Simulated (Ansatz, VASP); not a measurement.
# LiBeF3: VASP beside Ansatz

```xyz
10
Lattice="8.3656 -1.4089 0.0000 8.3656 1.4089 0.0000 -0.3093 0.0000 4.6883" Properties=species:S:1:pos:R:3 pbc="T T T"
Li   10.7830    0.0000    1.9176
Li    5.7694    0.0000    2.2130
Be   -0.1147    0.0000    2.8193
Be    3.7017    0.0000    4.4355
F     1.2006    0.0000    1.9734
F    15.2916    0.0000    2.0049
F    11.3327    0.0000    3.9347
F     5.0864    0.0000    3.9186
F     8.2738    0.0000    3.6152
F     3.8574    0.0000    1.2976
```

Alike in both runs: task single point; functional PBE; k mesh 6 × 6 × 4; occupations gaussian, width 0.1 eV; no spin polarisation.

|  | VASP | Ansatz |
| --- | --- | --- |
| version | VASP 6.6.1 | Ansatz 0.2.0 |
| potentials or method | VASP PAW PBE potentials, release 64 (Li_sv, Be, F), cutoff 520 eV | scalar-relativistic, plane waves, PAW |
| valence electrons in the cell | 52 | 52 |

|  | VASP | Ansatz | Ansatz less VASP |
| --- | --- | --- | --- |
| gap on the k mesh at the Fermi level (eV) | 7.22 | 7.23 | +0.009 |
| least direct gap on the mesh (eV) | 7.23 | 7.23 | +0.009 |
| rms of the force components (eV/Å) | 0.016 | 0.001 | -0.0152 |

Atom by atom the forces differ by 0.016 eV/Å (rms over components). With one functional, cell and mesh, what is left measures potentials, basis and numerics.

Noted on VASP's run: the cutoff is short for stress, so the pressure is rough.
